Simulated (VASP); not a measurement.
# TaAl4 (I4/mmm) in VASP: further runs

Runs on TaAl4. Level: PBE. Tasks: single point.

Program: VASP 6.6.1. These are calculated values, not measurements. Logs are shortened: lines on timing, memory, paths and dates and some standing lists are left out, and cuts for length are marked.

**1. The cell of the first run**

Symmetry: I4/mmm, No. 139, tetragonal system. Conventional cell: a = 3.639 Å, b = 3.639 Å, c = 13.324 Å, α = 90.00°, β = 90.00°, γ = 90.00°. Within 3.8 Å of Ta (site symmetry 4/mmm) lie 16 Al at 2.87 to 3.80 Å and 4 Ta at 3.64 Å. Al (site symmetry 4mm) has 5 Al at 2.52 to 2.76 Å and 4 Ta at 2.87 Å within 3.3 Å. Within 3.4 Å of Al (site symmetry -4m2) lie 8 Al at 2.57 to 2.76 Å.

**2. Single point, PBE**

Contents of INCAR:

```
PREC = Accurate ; ENCUT = 520
EDIFF = 1E-7 ; ISMEAR = 0
SIGMA = 0.1 ; LREAL = F
LASPH = T ; NELM = 60
ALGO = Normal ; ISIF = 2
LWAVE = F ; LCHARG = F
GGA = PE ; NBANDS = 20
```

Contents of KPOINTS:

```
Automatic mesh
0
Gamma
  6 6 6
```

Contents of POSCAR:

```
TaAl4
1.0
   -1.8192650771      1.8192650771      6.6619498425
    1.8192650771     -1.8192650771      6.6619498425
    1.8192650771      1.8192650771     -6.6619498425
Ta Al
1 4
Direct
    0.0000000000      0.0000000000      0.0000000000
    0.4053942685      0.4053942685      0.0000000000
    0.2500000000      0.7500000000      0.5000000000
    0.7500000000      0.2500000000      0.5000000000
    0.5946057315      0.5946057315      0.0000000000
```

Potentials or basis: VASP PAW PBE potentials, release 64 (Ta_pv, Al).

The run is started by

```
> cat potpaw_PBE.64/Ta_pv/POTCAR potpaw_PBE.64/Al/POTCAR > POTCAR
> mpirun -np 1 vasp_std > vasp.out
```

OUTCAR:

```text
PREC = Accurate
   ENCUT = 520
   EDIFF = 1E-7
   ISMEAR = 0
   LREAL = F
   LASPH = T
   NELM = 60
   ISIF = 2
   GGA = PE

 ion  position               nearest neighbor table
   1  0.000  0.000  0.000-   5 2.87   5 2.87   5 2.87   2 2.87   5 2.87   2 2.87   2 2.87   2 2.87

   2  0.405  0.405  0.000-   5 2.52   4 2.76   3 2.76   3 2.76   4 2.76   1 2.87   1 2.87   1 2.87
                             1 2.87
   3  0.250  0.750  0.500-   4 2.57   4 2.57   4 2.57   4 2.57   2 2.76   5 2.76   5 2.76   2 2.76

   4  0.750  0.250  0.500-   3 2.57   3 2.57   3 2.57   3 2.57   2 2.76   5 2.76   2 2.76   5 2.76

   5  0.595  0.595  0.000-   2 2.52   3 2.76   4 2.76   4 2.76   3 2.76   1 2.87   1 2.87   1 2.87
                             1 2.87

  LATTYP: Found a body centered tetragonal cell.
 ALAT       =     3.6385301542
 C/A-ratio  =     3.6618906867

  Lattice vectors:

 A1 = (  -1.8192650771,   1.8192650771,   6.6619498425)
 A2 = (   1.8192650771,  -1.8192650771,   6.6619498425)
 A3 = (   1.8192650771,   1.8192650771,  -6.6619498425)

Analysis of symmetry for initial positions (statically):
=====================================================================
 Subroutine PRICEL returns:
 Original cell was already a primitive cell.

 Routine SETGRP: Setting up the symmetry group for a
 body centered tetragonal supercell.

 Subroutine GETGRP returns: Found 16 space group operations
 (whereof 16 operations were pure point group operations)
 out of a pool of 16 trial point group operations.

The static configuration has the point symmetry D_4h.

Analysis of symmetry for dynamics (positions and initial velocities):
=====================================================================
 Subroutine PRICEL returns:
 Original cell was already a primitive cell.

 Routine SETGRP: Setting up the symmetry group for a
 body centered tetragonal supercell.

 Subroutine GETGRP returns: Found 16 space group operations
 (whereof 16 operations were pure point group operations)
 out of a pool of 16 trial point group operations.

The dynamic configuration has the point symmetry D_4h.

 Subroutine INISYM returns: Found 16 space group operations
 (whereof 16 operations are pure point group operations),
 and found     1 'primitive' translations

----------------------------------------------------------------------------------------

[... 93 lines left out ...]
   LNONCOLLINEAR =      F non collinear calculations
   LSORBIT =      F    spin-orbit coupling
   LASPH  =      T    aspherical Exc in radial PAW
   ENCUT  =  520.0 eV  38.22 Ry    6.18 a.u.  13.28 13.28 13.28*2*pi/ulx,y,z
   NELM   =     60;   NELMIN=  2; NELMDL= -5     # of ELM steps
   EDIFF  = 0.1E-06   stopping-criterion for ELM
   LREAL  =      F    real-space projection
   EDIFFG = 0.1E-05   stopping-criterion for IOM
   NSW    =      0    number of steps for IOM
   IBRION =     -1    ionic relax: 0-MD 1-quasi-New 2-CG
   NFREE  =      0    steps in history (QN), initial steepest desc. (CG)
   ISIF   =      2    stress and relaxation
   ISYM   =      2    0-nonsym 1-usesym 2-fastsym
   POTIM  = 0.5000    time-step for ionic-motion
   TEBEG  =    0.0;   TEEND  =   0.0 temperature during run
   PSTRESS=    0.0 pullay stress
   NELECT =      23.0000    total number of electrons
   NUPDOWN=      -1.0000    fix difference up-down
   EMIN   =  10.00;   EMAX   =-10.00  energy-range for DOS
   EFERMI =   0.00;   METHOD = LEGACY
   ISMEAR =     0;   SIGMA  =   0.10  broadening in eV -4-tet -1-fermi 0-gaus
   EFERMI_NEDOS =   21; number of points for ismear=-14 and -15
   IALGO  =     38    algorithm
   IMIX   =      4    mixing-type and parameters
     AMIX     =   0.40;   BMIX     =  1.00
     AMIX_MAG =   1.60;   BMIX_MAG =  1.00
  volume/ion in A,a.u.               =      17.64       119.04
  Fermi-wavevector in a.u.,A,eV,Ry     =   1.045923  1.976508 14.884157  1.093955
  Thomas-Fermi vector in A             =   2.180739
   LORBIT       =      0    0 simple, 1 ext, 2 COOP (PROOUT), +10 PAW based schemes
   GGA     = PE    functional components
   LHFCALC =     F    Hartree Fock is set to
   AEXX    =    0.0000 exact exchange contribution
   IVDW    =     0    specifies the selected vdW correction
   LEPSILON=     F    determine dielectric tensor
   LRPA    =     F    only Hartree local field effects (RPA)
 non-spin polarized calculation
 Gauss-broadening in eV      SIGMA  =   0.10
  energy-cutoff  :      520.00
  volume of cell :       88.20
 maximum number of plane-waves:      2410
 NGX is ok and might be reduce to    54
   NGX = 27   NGY = 27   NGZ = 27

 number of electron      23.0000001 magnetization

 Free energy of the ion-electron system (eV)
  ---------------------------------------------------
  ext. energy  EPLUGINS =         0.00000000
  ---------------------------------------------------
  free energy    TOTEN  =       -25.25183065 eV

  energy without entropy =      -25.23484640  energy(sigma->0) =      -25.24333852

 E-fermi :   6.7114     XC(G=0): -10.4931

 val. band max:        6.6788221194   @ k =  -0.3333   0.3333   0.0000
 cond. band min:       6.7420524138   @ k =   0.1667   0.1667   0.1667
 fundamental gap:      0.0632302944
 Fermi energy:         6.7114251756

 k-point     1 :       0.0000    0.0000    0.0000
  band No.  band energies     occupation
      1     -27.9948      2.00000
      2     -27.7751      2.00000
      3     -27.7751      2.00000
      4      -3.6008      2.00000
      5      -0.3585      2.00000
      6       0.4463      2.00000
[... 541 lines left out ...]
     19      11.7822      0.00000
     20      12.6823      0.00000

 [... further k-points ...]
[... 5 lines left out ...]
  --------------------------------------------------------------------------------------
  -------------------------------------------------------------------------------------
  Total        0.0345917      0.0345917      0.0310699      0.0000000      0.0000000      0.0000000
  in kB        0.6283904      0.6283904      0.5644125      0.0000000      0.0000000      0.0000000
  external PRESSURE =       0.6070644 kB  Pullay stress =       0.0000000 kB

 VOLUME and BASIS-vectors are now :
 -----------------------------------------------------------------------------
  energy-cutoff  :      520.00
  volume of cell :       88.20
      direct lattice vectors                 reciprocal lattice vectors
    -1.819265077  1.819265077  6.661949843     0.000000000  0.274836255  0.075053102
     1.819265077 -1.819265077  6.661949843     0.274836255  0.000000000  0.075053102
     1.819265077  1.819265077 -6.661949843     0.274836255  0.274836255  0.000000000

 POSITION                                       TOTAL-FORCE (eV/Angst)
 -----------------------------------------------------------------------------------
      0.00000      0.00000      0.00000        -0.000000     -0.000000     -0.000000
      0.00000      0.00000      5.40143        -0.000000     -0.000000      0.002000
      1.81927     -0.00000      3.33097        -0.000000     -0.000000     -0.000000
     -0.00000      1.81927      3.33097        -0.000000     -0.000000     -0.000000
      0.00000      0.00000      7.92247         0.000000      0.000000     -0.002000
 -----------------------------------------------------------------------------------
    total drift:                               -0.000000      0.000000      0.000000

  FREE ENERGIE OF THE ION-ELECTRON SYSTEM (eV)
  ---------------------------------------------------
  free  energy   TOTEN  =       -25.2518306462 eV

  energy  without entropy=      -25.2348463992  energy(sigma->0) =      -25.24333852
```

Run time: 2.1 min. Hardware: 1 thread of Intel Xeon Platinum 8559C (Emerald Rapids), shared host; peak memory 0.36 GiB.

What came out:

| Item | Value |
| --- | --- |
| Free energy | -25.2518 eV |
| Pressure | 0.1 GPa |

Levels at points of the mesh, in eV from the Fermi level:
```csv
k point,band 9,band 10,band 11,band 12,band 13,band 14
"(0.00, 0.00, 0.00)",-0.73,-0.20,1.42,1.60,1.60,1.60
"(0.50, 0.00, 0.00)",-2.07,-0.94,-0.37,0.85,2.21,2.22
"(0.50, 0.50, 0.00)",-2.78,-2.47,-0.84,-0.42,-0.21,-0.18
"(0.50, 0.50, 0.50)",-0.26,-0.26,0.22,0.22,0.63,1.43
```

Caveat: the k points lie up to 0.41 Å⁻¹ apart; spin-orbit coupling is left out, which moves the levels of the heavy elements.

**3. Single point, PBE**

This run uses another cell than the first one, of 18.00 Å³/atom, 1.021 times its volume.

Contents of INCAR:

```
PREC = Accurate
ENCUT = 520
EDIFF = 1E-7
ISMEAR = 0
SIGMA = 0.1
LREAL = F
LASPH = T
NELM = 100
ALGO = Normal
ISIF = 2
LWAVE = F
LCHARG = F
GGA = PE
NBANDS = 20
```

Contents of KPOINTS:

```
regular mesh
0
Gamma
  6 6 6
```

Contents of POSCAR:

```
TaAl4
1.0
   -2.0271067200      2.0271067200      5.4761445800
    2.0271067200     -2.0271067200      5.4761445800
    2.0271067200      2.0271067200     -5.4761445800
Ta Al
1 4
Direct
    0.0000000000      0.0000000000      0.0000000000
    0.3899779900      0.3899779900      0.0000000000
    0.2500000000      0.7500000000      0.5000000000
    0.7500000000      0.2500000000      0.5000000000
    0.6100220100      0.6100220100      0.0000000000
```

Potentials or basis: VASP PAW PBE potentials, release 64 (Ta_pv, Al).

The run is started by

```
> cat potpaw_PBE.64/Ta_pv/POTCAR potpaw_PBE.64/Al/POTCAR > POTCAR
> mpirun -np 1 vasp_std > vasp.out
```

Wall time 73 s (1 thread of Intel Xeon Platinum 8559C (Emerald Rapids), shared host); peak memory 0.34 GiB.

Results (log left out):

- Free energy: -24.4446 eV
- Pressure: -2.4 GPa
- Largest force: 1.224 eV/Å

Forces in eV/Å, atoms in the order of the input:
```
Ta   0.000  0.000  0.000
Al   0.000  0.000  1.224
Al   0.000  0.000  0.000
Al   0.000  0.000  0.000
Al   0.000  0.000 -1.224
```

Stress tensor (GPa, compression positive):
```
-5.91  0.00  0.00
 0.00 -5.91  0.00
 0.00  0.00  4.64
```

Levels at points of the mesh, in eV from the Fermi level:
```
           k point  band 7  band 8  band 9  band 10  band 11  band 12  band 13  band 14  band 15  band 16
(0.00, 0.00, 0.00)   -2.63   -2.63   -1.98    -0.39     0.15     0.22     0.23     0.23     0.74     1.56
(0.50, 0.00, 0.00)   -5.12   -2.03   -1.86    -1.22    -0.48    -0.15     0.51     1.14     1.45     1.57
(0.50, 0.50, 0.00)   -5.73   -4.22   -3.36    -3.02    -0.81     0.11     0.31     0.77     1.03     1.49
(0.50, 0.50, 0.50)   -2.37   -2.37   -2.05    -0.99    -0.64    -0.64     0.28     1.36     1.59     2.59
```

Caveat: the k points lie up to 0.37 Å⁻¹ apart; spin-orbit coupling is left out, which moves the levels of the heavy elements; forces of over 1 eV/Å act on the atoms, so gaps and moduli don't describe the material at rest.
